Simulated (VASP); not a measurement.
# P (Fm-3m) in VASP: a series of runs

Runs on P. Level: PBEsol. Tasks: relaxation of cell and atoms, single point.

Everything below comes from runs of VASP 6.6.1. Logs are shortened: lines on timing, memory, paths and dates and some standing lists are left out, and cuts for length are marked.

**1. The cell of the first run**

The structure is cubic, space group Fm-3m (No. 225). The conventional cell has a = 3.934 Å, b = 3.934 Å, c = 3.934 Å, α = 90.00°, β = 90.00°, γ = 90.00°. Within 3.7 Å of P (site symmetry m-3m) lie 12 P at 2.78 Å.

**2. Relaxation of cell and atoms, PBEsol**

File INCAR:

```
SYSTEM = P
PREC = Accurate
ENCUT = 600
EDIFF = 1E-6
ISMEAR = -1
SIGMA = 0.1
LREAL = .False.
LASPH = .True.
NELM = 80
ALGO = Normal
ISIF = 3
LWAVE = .False.
LCHARG = .False.
GGA = PS
IBRION = 2
NSW = 80
EDIFFG = -0.01
```

File KPOINTS:

```
regular mesh
0
Gamma
  14 14 14
  0 0 0
```

File POSCAR:

```
P
1.0
    0.0000000000      1.9670729634      1.9670729634
    1.9670729634      0.0000000000      1.9670729634
    1.9670729634      1.9670729634      0.0000000000
P
1
Direct
    0.0000000000      0.0000000000      0.0000000000
```

Potentials or basis: VASP PAW PBE potentials, release 64 (P).

Command:

```bash
> cat potpaw_PBE.64/P/POTCAR > POTCAR
> mpirun -np 1 vasp_std > vasp.out
```

OUTCAR:

```text
SYSTEM = P
   PREC = Accurate
   ENCUT = 600
   EDIFF = 1E-6
   ISMEAR = -1
   LREAL = .False.
   LASPH = .True.
   NELM = 80
   ISIF = 3
   GGA = PS
   IBRION = 2
   NSW = 80
   EDIFFG = -0.01

 ion  position               nearest neighbor table
   1  0.000  0.000  0.000-

  LATTYP: Found a face centered cubic cell.
 ALAT       =     3.9341459268

  Lattice vectors:

 A1 = (   0.0000000000,   1.9670729634,   1.9670729634)
 A2 = (   1.9670729634,   0.0000000000,   1.9670729634)
 A3 = (   1.9670729634,   1.9670729634,   0.0000000000)

Analysis of symmetry for initial positions (statically):
=====================================================================
 Subroutine PRICEL returns:
 Original cell was already a primitive cell.

 Routine SETGRP: Setting up the symmetry group for a
 face centered cubic supercell.

 Subroutine GETGRP returns: Found 48 space group operations
 (whereof 48 operations were pure point group operations)
 out of a pool of 48 trial point group operations.

The static configuration has the point symmetry O_h .

Analysis of symmetry for dynamics (positions and initial velocities):
=====================================================================
 Subroutine PRICEL returns:
 Original cell was already a primitive cell.

 Routine SETGRP: Setting up the symmetry group for a
 face centered cubic supercell.

 Subroutine GETGRP returns: Found 48 space group operations
 (whereof 48 operations were pure point group operations)
 out of a pool of 48 trial point group operations.

The dynamic configuration has the point symmetry O_h .

 Subroutine INISYM returns: Found 48 space group operations
 (whereof 48 operations are pure point group operations),
 and found     1 'primitive' translations

----------------------------------------------------------------------------------------

                                     Primitive cell

  volume of cell :      15.2227

  direct lattice vectors                    reciprocal lattice vectors
     0.000000000  1.967072963  1.967072963    -0.254184776  0.254184776  0.254184776
     1.967072963  0.000000000  1.967072963     0.254184776 -0.254184776  0.254184776
     1.967072963  1.967072963  0.000000000     0.254184776  0.254184776 -0.254184776

  length of vectors
     2.781861263  2.781861263  2.781861263     0.440260946  0.440260946  0.440260946

  position of ions in fractional coordinates (direct lattice)
     0.000000000  0.000000000  0.000000000

  ion indices of the primitive-cell ions
   primitive index   ion index
                 1           1

----------------------------------------------------------------------------------------

 KPOINTS: regular mesh

Automatic generation of k-mesh.
 Grid dimensions read from file:
 generate k-points for:   14   14   14

 Generating k-lattice:

  Cartesian coordinates                     Fractional coordinates (reciprocal lattice)
    -0.018156055  0.018156055  0.018156055     0.071428571  0.000000000  0.000000000
     0.018156055 -0.018156055  0.018156055     0.000000000  0.071428571  0.000000000
     0.018156055  0.018156055 -0.018156055     0.000000000  0.000000000  0.071428571

  Length of vectors
     0.031447210  0.031447210  0.031447210

  Shift w.r.t. Gamma in fractional coordinates (k-lattice)
     0.000000000  0.000000000  0.000000000

 Subroutine IBZKPT returns following result:
 ===========================================

 Found    104 irreducible k-points:

 Following reciprocal coordinates:
            Coordinates               Weight
  0.000000  0.000000  0.000000      1.000000
  0.071429  0.000000  0.000000      8.000000
  0.142857  0.000000  0.000000      8.000000
  0.214286  0.000000  0.000000      8.000000
  0.285714  0.000000  0.000000      8.000000
  0.357143  0.000000  0.000000      8.000000
[... 16 lines left out ...]
  0.214286  0.142857  0.000000     24.000000
  0.285714  0.142857  0.000000     24.000000
 [... further k-points ...]
   k-points           NKPTS =    104   k-points in BZ     NKDIM =    104   number of bands    NBANDS=      6
   number of dos      NEDOS =    301   number of ions     NIONS =      1
   total plane-waves  NPLWV =  13824
   dimension x,y,z NGX =    24 NGY =   24 NGZ =   24
   dimension x,y,z NGXF=    48 NGYF=   48 NGZF=   48
   ions per type =               1
   NGX,Y,Z   is equivalent  to a cutoff of  14.34, 14.34, 14.34 a.u.
   NGXF,Y,Z  is equivalent  to a cutoff of  28.69, 28.69, 28.69 a.u.
 SYSTEM =  P
   PREC   = accura    normal or accurate (medium, high low for compatibility)
   ISTART =      0    job   : 0-new  1-cont  2-samecut
   ICHARG =      2    charge: 1-file 2-atom 10-const
   ISPIN  =      1    spin polarized calculation?
   LNONCOLLINEAR =      F non collinear calculations
   LSORBIT =      F    spin-orbit coupling
   LASPH  =      T    aspherical Exc in radial PAW
   ENCUT  =  600.0 eV  44.10 Ry    6.64 a.u.   5.56  5.56  5.56*2*pi/ulx,y,z
   NELM   =     80;   NELMIN=  2; NELMDL= -5     # of ELM steps
   EDIFF  = 0.1E-05   stopping-criterion for ELM
   LREAL  =      F    real-space projection
   EDIFFG = -.1E-01   stopping-criterion for IOM
   NSW    =     80    number of steps for IOM
   IBRION =      2    ionic relax: 0-MD 1-quasi-New 2-CG
   NFREE  =      1    steps in history (QN), initial steepest desc. (CG)
   ISIF   =      3    stress and relaxation
   ISYM   =      2    0-nonsym 1-usesym 2-fastsym
   POTIM  = 0.5000    time-step for ionic-motion
   TEBEG  =    0.0;   TEEND  =   0.0 temperature during run
   PSTRESS=    0.0 pullay stress
   NELECT =       5.0000    total number of electrons
   NUPDOWN=      -1.0000    fix difference up-down
   EMIN   =  10.00;   EMAX   =-10.00  energy-range for DOS
   EFERMI =   0.00;   METHOD = LEGACY
   ISMEAR =    -1;   SIGMA  =   0.10  broadening in eV -4-tet -1-fermi 0-gaus
   EFERMI_NEDOS =   21; number of points for ismear=-14 and -15
   IALGO  =     38    algorithm
   IMIX   =      4    mixing-type and parameters
     AMIX     =   0.40;   BMIX     =  1.00
     AMIX_MAG =   1.60;   BMIX_MAG =  1.00
  volume/ion in A,a.u.               =      15.22       102.73
  Fermi-wavevector in a.u.,A,eV,Ry     =   1.129538  2.134518 17.359091  1.275857
  Thomas-Fermi vector in A             =   2.266232
   LORBIT       =      0    0 simple, 1 ext, 2 COOP (PROOUT), +10 PAW based schemes
   GGA     = PS    functional components
   LHFCALC =     F    Hartree Fock is set to
   AEXX    =    0.0000 exact exchange contribution
   IVDW    =     0    specifies the selected vdW correction
   LEPSILON=     F    determine dielectric tensor
   LRPA    =     F    only Hartree local field effects (RPA)
 conjugate gradient relaxation of ions
 non-spin polarized calculation
  energy-cutoff  :      600.00
  volume of cell :       15.22
 maximum number of plane-waves:       532
 NGX is ok and might be reduce to    24
   NGX = 11   NGY = 11   NGZ = 11

--------------------------------------- Ionic step        1  -------------------------------------------

 number of electron       4.9999999 magnetization

 Free energy of the ion-electron system (eV)
  ---------------------------------------------------
  ext. energy  EPLUGINS =         0.00000000
  ---------------------------------------------------
  free energy    TOTEN  =        -5.02230574 eV

  energy without entropy =       -4.99855772  energy(sigma->0) =       -5.01043173

 E-fermi :   9.0949     XC(G=0): -11.3515

 val. band max:        9.0866641754   @ k =  -0.2857   0.2143   0.0714
 cond. band min:       9.1212992541   @ k =  -0.4286   0.4286   0.0714
 fundamental gap:      0.0346350787
 Fermi energy:         9.0949387887

 k-point     1 :       0.0000    0.0000    0.0000
  band No.  band energies     occupation
      1      -6.7822      2.00000
      2      15.4899      0.00000
      3      15.4899      0.00000
      4      15.4899      0.00000
      5      20.4503      0.00000
      6      20.4503      0.00000

 k-point     2 :       0.0714    0.0000    0.0000
  band No.  band energies     occupation
      1      -6.6445      2.00000
      2      14.4183      0.00000
      3      15.3045      0.00000
      4      15.3045      0.00000
      5      20.4750      0.00000
      6      20.7726      0.00000
[... 255 lines left out ...]
 POSITION                                       TOTAL-FORCE (eV/Angst)
 -----------------------------------------------------------------------------------
      1.90094      1.90094      0.00000         0.000000      0.000000      0.000000
 -----------------------------------------------------------------------------------
    total drift:                               -0.000000     -0.000000      0.000000

  FREE ENERGIE OF THE ION-ELECTRON SYSTEM (eV)
  ---------------------------------------------------
  free  energy   TOTEN  =        -5.0520888927 eV

  energy  without entropy=       -5.0307356584  energy(sigma->0) =       -5.04141228

--------------------------------------- Ionic step        3  -------------------------------------------

 number of electron       5.0000000 magnetization

 Free energy of the ion-electron system (eV)
  ---------------------------------------------------
  ext. energy  EPLUGINS =         0.00000000
  ---------------------------------------------------
  free energy    TOTEN  =        -5.05326618 eV

  energy without entropy =       -5.03119214  energy(sigma->0) =       -5.04222916

 E-fermi :  10.3534     XC(G=0): -11.7248

 val. band max:       10.3503815251   @ k =   0.4286   0.3571   0.0000
 cond. band min:      10.3627496477   @ k =   0.5000   0.4286   0.0714
 fundamental gap:      0.0123681226
 Fermi energy:        10.3534035026

 k-point     1 :       0.0000    0.0000    0.0000
  band No.  band energies     occupation
      1      -6.4443      2.00000
      2      17.5102      0.00000
      3      17.5102      0.00000
      4      17.5102      0.00000
      5      21.8705      0.00000
      6      21.8705      0.00000

 k-point     2 :       0.0714    0.0000    0.0000
  band No.  band energies     occupation
      1      -6.2970      2.00000
      2      16.2456      0.00000
      3      17.2742      0.00000
      4      17.2742      0.00000
      5      22.0205      0.00000
      6      22.2564      0.00000
[... 220 lines left out ...]
 POSITION                                       TOTAL-FORCE (eV/Angst)
 -----------------------------------------------------------------------------------
      0.00000      0.00000      0.00000        -0.000000     -0.000000     -0.000000
 -----------------------------------------------------------------------------------
    total drift:                                0.000000     -0.000000     -0.000000

  FREE ENERGIE OF THE ION-ELECTRON SYSTEM (eV)
  ---------------------------------------------------
  free  energy   TOTEN  =        -5.0532661755 eV

  energy  without entropy=       -5.0311921357  energy(sigma->0) =       -5.04222916

 reached required accuracy - stopping structural energy minimisation
```

Run time: 9.4 s. Hardware: 1 thread of Intel Xeon 6975P-C, shared host; peak memory 0.14 GiB.

Results:

- Free energy: -5.0533 eV
- Relaxed volume: 13.96 Å³/atom
- Relaxed cell: a = 2.703 Å, b = 2.703 Å, c = 2.703 Å, α = 60.00°, β = 60.00°, γ = 60.00°
- Space group after relaxing (to 0.05 Å): Fm-3m (No. 225)
- Energy gained by relaxing: 31.0 meV/atom
- Ionic steps: 3
- Pressure after relaxing: 0.0 GPa

The path:
```csv
step,energy change (eV),largest force (eV/Å),pressure (GPa),volume (Å³)
1,0.0000,0.0000,-7.34,15.22
2,-0.0298,0.0000,1.72,13.74
3,-0.0310,0.0000,0.00,13.96
```

Final structure:
```yaml
crystal:
  lattice:
    - [0.00000, 1.91121, 1.91121]
    - [1.91121, 0.00000, 1.91121]
    - [1.91121, 1.91121, 0.00000]
  atoms:
    - { symbol: P, position: [0.00000, 0.00000, 0.00000] }
```

Levels at points of the mesh, in eV from the Fermi level:
```tsv
k point	band 1	band 2	band 3	band 4	band 5	band 6
(0.00, 0.00, 0.00)	-16.80	7.16	7.16	7.16	11.52	11.52
(0.50, 0.00, 0.00)	-10.66	-8.42	5.07	5.07	10.53	10.53
(0.50, 0.50, 0.00)	-7.87	-7.02	0.70	0.70	4.21	5.00
```

Caveat: the PAW data sets were made with another functional, which shifts forces and pressure a little.

(Part 1 of 2 ends here.)
